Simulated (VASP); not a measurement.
# TiAl3 (I4/mmm) in VASP: notebook

TiAl3 is run at these levels: PBE; tasks: single point.

Everything below comes from runs of VASP 6.6.1. Logs are shortened: lines on timing, memory, paths and dates and some standing lists are left out, and cuts for length are marked.

### Step 1. The cell of the first run

Symmetry: I4/mmm, No. 139, tetragonal system. The conventional cell has a = 3.822 Å, b = 3.822 Å, c = 8.561 Å, α = 90.00°, β = 90.00°, γ = 90.00°. Within 3.6 Å of Ti (site symmetry 4/mmm) lie 12 Al at 2.70 to 2.87 Å. Within 3.6 Å of Al (site symmetry 4/mmm) lie 4 Ti at 2.70 Å and 8 Al at 2.87 Å. Within 3.6 Å of Al (site symmetry -4m2) lie 8 Al at 2.70 to 2.87 Å and 4 Ti at 2.87 Å.

### Step 2. Single point, PBE

File INCAR:

```
SYSTEM = TiAl3
  PREC = Accurate
  ENCUT = 520
  EDIFF = 1E-6
  ISMEAR = 0
  SIGMA = 0.1
  LREAL = .False.
  LASPH = .True.
  NELM = 80
  ALGO = Normal
  ISIF = 2
  LWAVE = .False.
  LCHARG = .True.
  GGA = PE
  LELF = .True.
  LVHAR = .True.
  NBANDS = 18
```

File KPOINTS:

```
Automatic mesh
0
Gamma
  6 6 6
  0 0 0
```

File POSCAR:

```
TiAl3
1.0
   -1.9111067700      1.9111067700      4.2806687900
    1.9111067700     -1.9111067700      4.2806687900
    1.9111067700      1.9111067700     -4.2806687900
Ti Al
1 3
Direct
    0.0000000000      0.0000000000      0.0000000000
    0.5000000000      0.5000000000      0.0000000000
    0.7500000000      0.2500000000      0.5000000000
    0.2500000000      0.7500000000      0.5000000000
```

Potentials or basis: VASP PAW PBE potentials, release 64 (Ti_sv, Al).

Launch:

```sh
$ cat potpaw_PBE.64/Ti_sv/POTCAR potpaw_PBE.64/Al/POTCAR > POTCAR
$ mpirun -np 1 vasp_std > vasp.out
```

OUTCAR:

```text
SYSTEM = TiAl3
   PREC = Accurate
   ENCUT = 520
   EDIFF = 1E-6
   ISMEAR = 0
   LREAL = .False.
   LASPH = .True.
   NELM = 80
   ISIF = 2
   GGA = PE

 ion  position               nearest neighbor table
   1  0.000  0.000  0.000-   2 2.70   2 2.70   2 2.70   2 2.70   4 2.87   3 2.87   4 2.87   4 2.87
                             3 2.87   3 2.87   4 2.87   3 2.87
   2  0.500  0.500  0.000-   1 2.70   1 2.70   1 2.70   1 2.70   4 2.87   3 2.87   4 2.87   3 2.87
                             4 2.87   4 2.87   3 2.87   3 2.87
   3  0.750  0.250  0.500-   4 2.70   4 2.70   4 2.70   4 2.70   2 2.87   1 2.87   2 2.87   1 2.87
                             2 2.87   2 2.87   1 2.87   1 2.87
   4  0.250  0.750  0.500-   3 2.70   3 2.70   3 2.70   3 2.70   2 2.87   1 2.87   2 2.87   2 2.87
                             1 2.87   1 2.87   2 2.87   1 2.87

  LATTYP: Found a body centered tetragonal cell.
 ALAT       =     3.8222135400
 C/A-ratio  =     2.2398899199

  Lattice vectors:

 A1 = (  -1.9111067700,   1.9111067700,   4.2806687900)
 A2 = (   1.9111067700,  -1.9111067700,   4.2806687900)
 A3 = (   1.9111067700,   1.9111067700,  -4.2806687900)

Analysis of symmetry for initial positions (statically):
=====================================================================
 Subroutine PRICEL returns:
 Original cell was already a primitive cell.

 Routine SETGRP: Setting up the symmetry group for a
 body centered tetragonal supercell.

 Subroutine GETGRP returns: Found 16 space group operations
 (whereof 16 operations were pure point group operations)
 out of a pool of 16 trial point group operations.

The static configuration has the point symmetry D_4h.

Analysis of symmetry for dynamics (positions and initial velocities):
=====================================================================
 Subroutine PRICEL returns:
 Original cell was already a primitive cell.

 Routine SETGRP: Setting up the symmetry group for a
 body centered tetragonal supercell.

 Subroutine GETGRP returns: Found 16 space group operations
 (whereof 16 operations were pure point group operations)
 out of a pool of 16 trial point group operations.

The dynamic configuration has the point symmetry D_4h.

 Subroutine INISYM returns: Found 16 space group operations
 (whereof 16 operations are pure point group operations),
 and found     1 'primitive' translations

----------------------------------------------------------------------------------------

                                     Primitive cell
[... 98 lines left out ...]
   NSW    =      0    number of steps for IOM
   IBRION =     -1    ionic relax: 0-MD 1-quasi-New 2-CG
   NFREE  =      0    steps in history (QN), initial steepest desc. (CG)
   ISIF   =      2    stress and relaxation
   ISYM   =      2    0-nonsym 1-usesym 2-fastsym
   POTIM  = 0.5000    time-step for ionic-motion
   TEBEG  =    0.0;   TEEND  =   0.0 temperature during run
   PSTRESS=    0.0 pullay stress
   NELECT =      21.0000    total number of electrons
   NUPDOWN=      -1.0000    fix difference up-down
   EMIN   =  10.00;   EMAX   =-10.00  energy-range for DOS
   EFERMI =   0.00;   METHOD = LEGACY
   ISMEAR =     0;   SIGMA  =   0.10  broadening in eV -4-tet -1-fermi 0-gaus
   EFERMI_NEDOS =   21; number of points for ismear=-14 and -15
   IALGO  =     38    algorithm
   IMIX   =      4    mixing-type and parameters
     AMIX     =   0.40;   BMIX     =  1.00
     AMIX_MAG =   1.60;   BMIX_MAG =  1.00
  volume/ion in A,a.u.               =      15.63       105.51
  Fermi-wavevector in a.u.,A,eV,Ry     =   1.137891  2.150303 17.616776  1.294796
  Thomas-Fermi vector in A             =   2.274596
   LORBIT       =      0    0 simple, 1 ext, 2 COOP (PROOUT), +10 PAW based schemes
   GGA     = PE    functional components
   LHFCALC =     F    Hartree Fock is set to
   AEXX    =    0.0000 exact exchange contribution
   IVDW    =     0    specifies the selected vdW correction
   LEPSILON=     F    determine dielectric tensor
   LRPA    =     F    only Hartree local field effects (RPA)
 non-spin polarized calculation
 Gauss-broadening in eV      SIGMA  =   0.10
  energy-cutoff  :      520.00
  volume of cell :       62.54
 maximum number of plane-waves:      1697
 NGX is ok and might be reduce to    40
   NGX = 19   NGY = 19   NGZ = 19

 number of electron      20.9999999 magnetization

 Free energy of the ion-electron system (eV)
  ---------------------------------------------------
  ext. energy  EPLUGINS =         0.00000000
  ---------------------------------------------------
  free energy    TOTEN  =       -20.66236943 eV

  energy without entropy =      -20.65584579  energy(sigma->0) =      -20.65910761

 E-fermi :   8.3743     XC(G=0): -10.7946

 val. band max:        8.3563877862   @ k =   0.3333  -0.0000   0.0000
 cond. band min:       8.4227815847   @ k =  -0.3333  -0.3333   0.1667
 fundamental gap:      0.0663937985
 Fermi energy:         8.3743379013

 k-point     1 :       0.0000    0.0000    0.0000
  band No.  band energies     occupation
      1     -48.0933      2.00000
      2     -24.4154      2.00000
      3     -24.4154      2.00000
      4     -24.3202      2.00000
      5      -1.7634      2.00000
      6       5.4978      2.00000
[... 481 lines left out ...]
      5      -0.9750      2.00000
      6       2.9145      2.00000
[... 10 lines left out ...]
     17      13.4447      0.00000
     18      13.7439      0.00000

 [... further k-points ...]

------------------------ aborting loop because EDIFF is reached ----------------------------------------

  FORCE on cell =-STRESS in cart. coord.  units (eV):
  Direction    XX          YY          ZZ          XY          YZ          ZX
  --------------------------------------------------------------------------------------
  -------------------------------------------------------------------------------------
  Total        0.7516542      0.7516542      0.8332616      0.0000000     -0.0000000      0.0000000
  in kB       19.2569341     19.2569341     21.3476682      0.0000000     -0.0000000      0.0000000
  external PRESSURE =      19.9538455 kB  Pullay stress =       0.0000000 kB

 VOLUME and BASIS-vectors are now :
 -----------------------------------------------------------------------------
  energy-cutoff  :      520.00
  volume of cell :       62.54
      direct lattice vectors                 reciprocal lattice vectors
    -1.911106770  1.911106770  4.280668790     0.000000000  0.261628501  0.116804178
     1.911106770 -1.911106770  4.280668790     0.261628501  0.000000000  0.116804178
     1.911106770  1.911106770 -4.280668790     0.261628501  0.261628501  0.000000000

 POSITION                                       TOTAL-FORCE (eV/Angst)
 -----------------------------------------------------------------------------------
      0.00000      0.00000      0.00000        -0.000000     -0.000000     -0.000000
      0.00000      0.00000      4.28067        -0.000000     -0.000000     -0.000000
      0.00000      1.91111      2.14033         0.000000     -0.000000     -0.000000
      1.91111      0.00000      2.14033        -0.000000      0.000000      0.000000
 -----------------------------------------------------------------------------------
    total drift:                               -0.000000     -0.000000     -0.000000

  FREE ENERGIE OF THE ION-ELECTRON SYSTEM (eV)
  ---------------------------------------------------
  free  energy   TOTEN  =       -20.6623694338 eV

  energy  without entropy=      -20.6558457861  energy(sigma->0) =      -20.65910761
```

OSZICAR:

```text
N       E                     dE             d eps       ncg     rms          rms(c)
DAV:   1     0.126004494789E+03    0.12600E+03   -0.91673E+03  1080   0.108E+03
DAV:   2    -0.137938546452E+02   -0.13980E+03   -0.13615E+03  1104   0.289E+02
DAV:   3    -0.224451788434E+02   -0.86513E+01   -0.84721E+01  1736   0.665E+01
DAV:   4    -0.226713069912E+02   -0.22613E+00   -0.22562E+00  1322   0.100E+01
DAV:   5    -0.226803203527E+02   -0.90134E-02   -0.90122E-02  1660   0.197E+00    0.110E+01
DAV:   6    -0.214197897496E+02    0.12605E+01   -0.20190E+01  1482   0.345E+01    0.678E+00
DAV:   7    -0.207438521388E+02    0.67594E+00   -0.78934E+00  1366   0.199E+01    0.305E+00
DAV:   8    -0.207244732197E+02    0.19379E-01   -0.12338E+00  1350   0.860E+00    0.194E+00
DAV:   9    -0.206624037624E+02    0.62069E-01   -0.44594E-01  1386   0.498E+00    0.251E-01
DAV:  10    -0.206643289769E+02   -0.19252E-02   -0.10221E-02  1296   0.660E-01    0.318E-01
DAV:  11    -0.206623916951E+02    0.19373E-02   -0.76542E-03  1506   0.588E-01    0.600E-02
DAV:  12    -0.206623686666E+02    0.23029E-04   -0.39043E-04  1454   0.134E-01    0.388E-02
DAV:  13    -0.206623694338E+02   -0.76716E-06   -0.62413E-06  1220   0.192E-02
   1 F= -.20662369E+02 E0= -.20659108E+02  d E =-.652365E-02
```

stdout:

```text
POSCAR found type information on POSCAR TiAl
 POSCAR found :  2 types and       4 ions
 scaLAPACK will be used
 LDA part: xc-table for (Slater+PW92), standard interpolation
 POSCAR, INCAR and KPOINTS ok, starting setup
 FFT: planning ... GRIDC
 FFT: planning ... GRID_SOFT
 FFT: planning ... GRID
 WAVECAR not read
 entering main loop
```

Run time: 98 s. Hardware: 1 thread of Intel Xeon 8259CL, shared host; peak memory 0.25 GiB.

What came out:

```
Free energy            : -20.6624 eV
Pressure               : 2.0 GPa
Band gap on the k mesh : zero (an odd number of electrons rules out a gap without spin polarisation)
```

Stress tensor (GPa, compression positive):
```
1.93 0.00 0.00
0.00 1.93 0.00
0.00 0.00 2.13
```

Levels at points of the mesh, in eV from the Fermi level:
```csv
k point,band 8,band 9,band 10,band 11,band 12,band 13,band 14,band 15
"(0.00, 0.00, 0.00)",-1.43,-1.24,-1.24,0.81,1.73,1.73,2.24,2.47
"(0.50, 0.00, 0.00)",-2.97,-1.08,-0.27,0.50,1.80,2.09,2.72,3.16
"(0.50, 0.50, 0.00)",-3.78,-2.73,-2.22,-1.00,1.77,1.94,2.69,2.83
"(0.50, 0.50, 0.50)",-0.94,-0.94,-0.24,0.70,0.70,0.93,3.07,4.76
```

### Step 3. Single point, PBE

This run uses another cell than the first one, of 15.93 Å³/atom.

File INCAR:

```
SYSTEM = TiAl3
ALGO = Fast ; EDIFF = 1E-6
ENCUT = 520 ; GGA = PE
ISIF = 2 ; ISMEAR = 0
LASPH = .True. ; LCHARG = .False.
LREAL = .False. ; LWAVE = .False.
NBANDS = 18 ; NELM = 80
PREC = Accurate ; SIGMA = 0.1
```

File KPOINTS:

```
k-points
0
Gamma
  14 14 14
  0 0 0
```

File POSCAR:

```
TiAl3
1.0
   -1.9225796995      1.9225796995      4.3102982261
    1.9225796995     -1.9225796995      4.3102982261
    1.9225796995      1.9225796995     -4.3102982261
Ti Al
1 3
Direct
    0.0000000000      0.0000000000      0.0000000000
    0.5000000000      0.5000000000      0.0000000000
    0.7500000000      0.2500000000      0.5000000000
    0.2500000000      0.7500000000      0.5000000000
```

Potentials or basis: VASP PAW PBE potentials, release 64 (Ti_sv, Al).

Launch:

```sh
$ cat potpaw_PBE.64/Ti_sv/POTCAR potpaw_PBE.64/Al/POTCAR > POTCAR
$ mpirun -np 1 vasp_std > vasp.out
```

OUTCAR:

```text
SYSTEM = TiAl3
   EDIFF = 1E-6
   ENCUT = 520
   GGA = PE
   ISIF = 2
   ISMEAR = 0
   LASPH = .True.
   LREAL = .False.
   NELM = 80
   PREC = Accurate

 ion  position               nearest neighbor table
   1  0.000  0.000  0.000-   2 2.72   2 2.72   2 2.72   2 2.72   4 2.89   3 2.89   4 2.89   4 2.89
                             3 2.89   3 2.89   4 2.89   3 2.89
   2  0.500  0.500  0.000-   1 2.72   1 2.72   1 2.72   1 2.72   4 2.89   3 2.89   4 2.89   3 2.89
                             4 2.89   4 2.89   3 2.89   3 2.89
[... 712 lines left out ...]
  --------------------------------------------------------------------------------------
  -------------------------------------------------------------------------------------
  Total       -0.0097161     -0.0097161     -0.0101919      0.0000000     -0.0000000      0.0000000
  in kB       -0.2442684     -0.2442684     -0.2562295      0.0000000     -0.0000000      0.0000000
  external PRESSURE =      -0.2482554 kB  Pullay stress =       0.0000000 kB

 VOLUME and BASIS-vectors are now :
 -----------------------------------------------------------------------------
  energy-cutoff  :      520.00
  volume of cell :       63.73
      direct lattice vectors                 reciprocal lattice vectors
    -1.922579699  1.922579699  4.310298226     0.000000000  0.260067242  0.116001254
     1.922579699 -1.922579699  4.310298226     0.260067242  0.000000000  0.116001254
     1.922579699  1.922579699 -4.310298226     0.260067242  0.260067242  0.000000000

 POSITION                                       TOTAL-FORCE (eV/Angst)
 -----------------------------------------------------------------------------------
      0.00000      0.00000      0.00000         0.000000     -0.000000     -0.000000
      0.00000      0.00000      4.31030         0.000000     -0.000000     -0.000000
      0.00000      1.92258      2.15515         0.000000      0.000000     -0.000000
      1.92258      0.00000      2.15515        -0.000000     -0.000000      0.000000
 -----------------------------------------------------------------------------------
    total drift:                               -0.000000     -0.000000      0.000000

  FREE ENERGIE OF THE ION-ELECTRON SYSTEM (eV)
  ---------------------------------------------------
  free  energy   TOTEN  =       -20.6652353902 eV

  energy  without entropy=      -20.6562098470  energy(sigma->0) =      -20.66072262
```

Run time: 31 min. Hardware: 1 thread of Intel Xeon 8259CL, shared host; peak memory 0.44 GiB.

What came out:

```yaml
Free_energy: -20.6652 eV
Pressure: 0.0 GPa
Band_gap_on_the_k_mesh: zero (an odd number of electrons rules out a gap without spin polarisation)
```

### Step 4. Single point, PBE

This run uses another cell than the first one, of 15.95 Å³/atom.

File INCAR:

```
ALGO     = Fast           # electronic algorithm
EDIFF    = 1E-7           # SCF threshold, eV
ENCUT    = 520            # plane-wave cutoff, eV
GGA      = PE             # functional
ISIF     = 2              # what is computed and relaxed
ISMEAR   = -1             # smearing method
LASPH    = T              # aspherical terms in the spheres
LCHARG   = F              # write CHGCAR
LREAL    = F              # projectors in reciprocal space
LWAVE    = F              # write WAVECAR
NBANDS   = 18             # bands
NELM     = 80             # most SCF steps
PREC     = Accurate       # precision mode
SIGMA    = 0.15           # smearing width, eV
```

File KPOINTS:

```
k-points
0
Gamma
  16 16 16
```

File POSCAR:

```
TiAl3
1.0
   -1.9259696044      1.9259696044      4.3007649847
    1.9259696044     -1.9259696044      4.3007649847
    1.9259696044      1.9259696044     -4.3007649847
Ti Al
1 3
Direct
    0.0000000000      0.0000000000      0.0000000000
    0.5000000000      0.5000000000      0.0000000000
    0.7500000000      0.2500000000      0.5000000000
    0.2500000000      0.7500000000      0.5000000000
```

Launch:

```sh
$ cat potpaw_PBE.64/Ti_sv/POTCAR potpaw_PBE.64/Al/POTCAR > POTCAR
$ mpirun -np 1 vasp_std > vasp.out
```

It took 69 min on 1 thread of Intel Xeon 8259CL, shared host; peak memory 0.54 GiB.

It converged, with:

| Quantity | Value |
| --- | --- |
| Free energy | -20.7276 eV |
| Pressure | 0.0 GPa |
| Band gap on the k mesh | zero (an odd number of electrons rules out a gap without spin polarisation) |

Levels at points of the mesh, in eV from the Fermi level:
```tsv
k point	band 8	band 9	band 10	band 11	band 12	band 13	band 14	band 15
(0.00, 0.00, 0.00)	-1.41	-1.26	-1.26	0.79	1.65	1.65	2.19	2.28
(0.50, 0.00, 0.00)	-2.99	-1.09	-0.27	0.46	1.74	2.00	2.64	3.07
(0.50, 0.50, 0.00)	-3.77	-2.75	-2.23	-1.00	1.70	1.88	2.64	2.75
(0.50, 0.50, 0.50)	-0.99	-0.99	-0.26	0.67	0.67	0.90	3.01	4.56
```

### Step 5. The runs side by side

| cell | k mesh | smearing | gap on the mesh (eV) | pressure (GPa) |
| --- | --- | --- | --- | --- |
| a = 5.062 Å, angles 135.6, 135.6, 64.5°, 4 atoms | 6 × 6 × 6 | gaussian 0.1 eV | none | 2.0 |
| a = 5.096 Å, angles 135.7, 135.7, 64.5°, 4 atoms | 14 × 14 × 14 | gaussian 0.1 eV | none | 0.0 |
| a = 5.091 Å, angles 135.5, 135.5, 64.7°, 4 atoms | 16 × 16 × 16 | fermi-dirac 0.15 eV | none | 0.0 |

Alike in all rows: task single point; level PBE; potentials or basis VASP PAW PBE potentials, release 64 (Ti_sv, Al); no spin polarisation; cutoff (eV) 520.

Total energies depend on the potentials used, so only differences within one code and one set of settings carry meaning.

The gap in the log of VASP goes by the Fermi energy; the results here count the filled bands.